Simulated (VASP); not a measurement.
# NaP3 (P-31m) in VASP: further runs, part 2 of 2

VASP 6.6.1. The steps go on from the part before.

## Step 4: Relaxation of cell and atoms, PBE

This run uses another cell than the first one, of 15.39 Å³/atom.

File INCAR:

```
SYSTEM = NaP3
PREC = Accurate ; ENCUT = 600
EDIFF = 1E-7 ; ISMEAR = 0
SIGMA = 0.1 ; LREAL = .FALSE.
LASPH = .TRUE. ; NELM = 100
ALGO = Normal ; ISIF = 3
LWAVE = .FALSE. ; LCHARG = .FALSE.
GGA = PE ; IBRION = 2
NSW = 90 ; EDIFFG = -0.04
```

File KPOINTS:

```
regular mesh
0
G
  3 3 6
  0 0 0
```

File POSCAR:

```
NaP3
1.0
    6.2316398400      0.0000000000      0.0000000000
   -3.1158199200      5.3967584100      0.0000000000
    0.0000000000      0.0000000000      3.6608230200
Na P
2 6
Direct
    0.6666666700      0.3333333300      0.5000000000
    0.3333333300      0.6666666700      0.5000000000
    0.6666666700      0.6666666700      0.1209836300
    0.3333333300      0.0000000000      0.1209836300
    0.0000000000      0.3333333300      0.1209836300
    0.0000000000      0.6666666700      0.8790163700
    0.6666666700      0.0000000000      0.8790163700
    0.3333333300      0.3333333300      0.8790163700
```

Potentials or basis: VASP PAW PBE potentials, release 64 (Na_pv, P).

Launch:

```sh
$ cat potpaw_PBE.64/Na_pv/POTCAR potpaw_PBE.64/P/POTCAR > POTCAR
$ mpirun -np 1 vasp_std > vasp.out
```

OUTCAR:

```text
SYSTEM = NaP3
   PREC = Accurate
   ENCUT = 600
   EDIFF = 1E-7
   ISMEAR = 0
   LREAL = .FALSE.
   LASPH = .TRUE.
   NELM = 100
   ISIF = 3
   GGA = PE
   IBRION = 2
   NSW = 90
   EDIFFG = -0.04

 ion  position               nearest neighbor table
   1  0.667  0.333  0.500-   5 2.50   7 2.50   6 2.50   4 2.50   8 2.50   3 2.50
   2  0.333  0.667  0.500-   6 2.50   4 2.50   5 2.50   7 2.50   3 2.50   8 2.50
   3  0.667  0.667  0.121-   6 2.26   7 2.26   8 2.26   2 2.50   1 2.50
   4  0.333  0.000  0.121-   6 2.26   8 2.26   7 2.26   2 2.50   1 2.50
   5  0.000  0.333  0.121-   8 2.26   7 2.26   6 2.26   1 2.50   2 2.50
   6  0.000  0.667  0.879-   3 2.26   4 2.26   5 2.26   2 2.50   1 2.50
   7  0.667  0.000  0.879-   3 2.26   5 2.26   4 2.26   1 2.50   2 2.50
   8  0.333  0.333  0.879-   5 2.26   4 2.26   3 2.26   1 2.50   2 2.50

  LATTYP: Found a hexagonal cell.
 ALAT       =     6.2316398400
 C/A-ratio  =     0.5874574131

  Lattice vectors:

[... 182 lines left out ...]

 E-fermi :   7.6116     XC(G=0): -10.4775

 val. band max:        7.6042013220   @ k =   0.3333  -0.0000   0.0000
 cond. band min:       7.6673796311   @ k =   0.0000   0.0000   0.5000
 fundamental gap:      0.0631783091
 Fermi energy:         7.6115731466
[... 967 lines left out ...]
     26       7.6278      0.00000
     27       8.0817      0.00000

[... ionic steps 4 to 12 ...]

--------------------------------------- Ionic step       13  -------------------------------------------

 number of electron      44.0000083 magnetization

------------------------ aborting loop because EDIFF is reached ----------------------------------------
[... 79 lines left out ...]
--------------------------------------- Ionic step       15  -------------------------------------------

 number of electron      44.0000067 magnetization

 Free energy of the ion-electron system (eV)
  ---------------------------------------------------
  ext. energy  EPLUGINS =         0.00000000
  ---------------------------------------------------
  free energy    TOTEN  =       -35.82476281 eV

  energy without entropy =      -35.80520823  energy(sigma->0) =      -35.81498552

 E-fermi :   5.5110     XC(G=0):  -8.7966

 val. band max:        5.3779618247   @ k =   0.0000   0.0000   0.0000
 cond. band min:       5.5294051610   @ k =   0.3333  -0.0000   0.0000
 fundamental gap:      0.1514433363
 Fermi energy:         5.5109753534
[... 453 lines left out ...]
  FREE ENERGIE OF THE ION-ELECTRON SYSTEM (eV)
  ---------------------------------------------------
  free  energy   TOTEN  =       -35.8247628104 eV

  energy  without entropy=      -35.8052082304  energy(sigma->0) =      -35.81498552

 reached required accuracy - stopping structural energy minimisation
```

CONTCAR:

```text
NaP3
   1.00000000000000
     5.8119910148350584    0.0000000000000000    0.0000000000000000
    -2.9059955074175292    5.0333318663810642   -0.0000000000000000
     0.0000000000000000   -0.0000000000000000    5.8856026043088496
  Na              P
     2     6
Direct
     0.6666666699999979    0.3333333300000021    0.5000000000000000
     0.3333333300000021    0.6666666699999979    0.5000000000000000
     0.6669824338308257    0.6669824338309045    0.1010470126932058
     0.3330175661692535    0.0000000000000000    0.1010470126932058
     0.9999999999999210    0.3330175661690954    0.1010470126932058
     0.0000000000000791    0.6669824338309045    0.8989529873067942
     0.6669824338307466    0.0000000000000000    0.8989529873067942
     0.3330175661691745    0.3330175661690954    0.8989529873067942

  0.00000000E+00  0.00000000E+00  0.00000000E+00
  0.00000000E+00  0.00000000E+00  0.00000000E+00
  0.00000000E+00  0.00000000E+00  0.00000000E+00
  0.00000000E+00  0.00000000E+00  0.00000000E+00
  0.00000000E+00  0.00000000E+00  0.00000000E+00
  0.00000000E+00  0.00000000E+00  0.00000000E+00
  0.00000000E+00  0.00000000E+00  0.00000000E+00
  0.00000000E+00  0.00000000E+00  0.00000000E+00
```

Wall time 15 min (1 thread of Oxide Virtual Turin-like, shared host); peak memory 0.25 GiB.

What came out:

| Quantity | Value |
| --- | --- |
| Free energy | -35.8248 eV |
| Relaxed volume | 21.52 Å³/atom |
| Relaxed cell | a = 5.812 Å, b = 5.812 Å, c = 5.886 Å, α = 90.00°, β = 90.00°, γ = 120.00° |
| Space group after relaxing (to 0.1 Å) | P-31m (No. 162) |
| Energy gained by relaxing | 603.2 meV/atom |
| Ionic steps | 15 |
| Pressure after relaxing | -0.1 GPa |
| Largest force after relaxing | 0.019 eV/Å |
| Band gap on the k mesh | zero (bands 22 and 23 overlap by 1.61 eV) |

Forces in eV/Å, atoms in the order of the input:
```
Na   0.000  0.000  0.000
Na   0.000  0.000  0.000
P   -0.008 -0.014 -0.008
P    0.017  0.000 -0.008
P   -0.008  0.014 -0.008
P    0.008 -0.014  0.008
P   -0.017  0.000  0.008
P    0.008  0.014  0.008
```

The path:
```csv
step,energy change (eV),largest force (eV/Å),pressure (GPa),volume (Å³)
1,0.0000,1.1400,20.39,123.12
2,-2.3217,0.7658,-1.34,161.25
3,-2.3260,0.8363,-2.47,166.44
4,-3.0595,0.2621,-1.68,166.84
5,-3.5184,1.4572,2.57,166.06
6,-3.9446,1.4114,1.98,170.68
7,-4.4742,1.2201,-0.39,181.32
8,-4.7367,0.4378,-1.64,180.14
9,-4.7773,0.2383,-2.01,179.53
10,-4.7782,0.2527,-2.05,179.42
11,-4.8083,0.3213,0.62,171.87
12,-4.8177,0.1435,-0.31,174.25
13,-4.8233,0.0778,-0.16,173.25
14,-4.8251,0.0634,0.01,172.32
15,-4.8257,0.0186,-0.10,172.18
```

Final structure:
```xyz
8
Lattice="5.8120 0.0000 0.0000 -2.9060 5.0333 0.0000 0.0000 0.0000 5.8856" Properties=species:S:1:pos:R:3 pbc="T T T"
Na    2.9060    1.6778    2.9428
Na    0.0000    3.3556    2.9428
P     1.9382    3.3571    0.5947
P     1.9355    0.0000    0.5947
P     4.8442    1.6762    0.5947
P    -1.9382    3.3571    5.2909
P     3.8765    0.0000    5.2909
P     0.9677    1.6762    5.2909
```

Caveat: the k points lie up to 0.42 Å⁻¹ apart in the final cell, too coarse for converged energies and pressures of a metal; the volume moved by over 15 % at a fixed basis, so the end points are rough.

The gap in the log of VASP goes by the Fermi energy; the results here count the filled bands.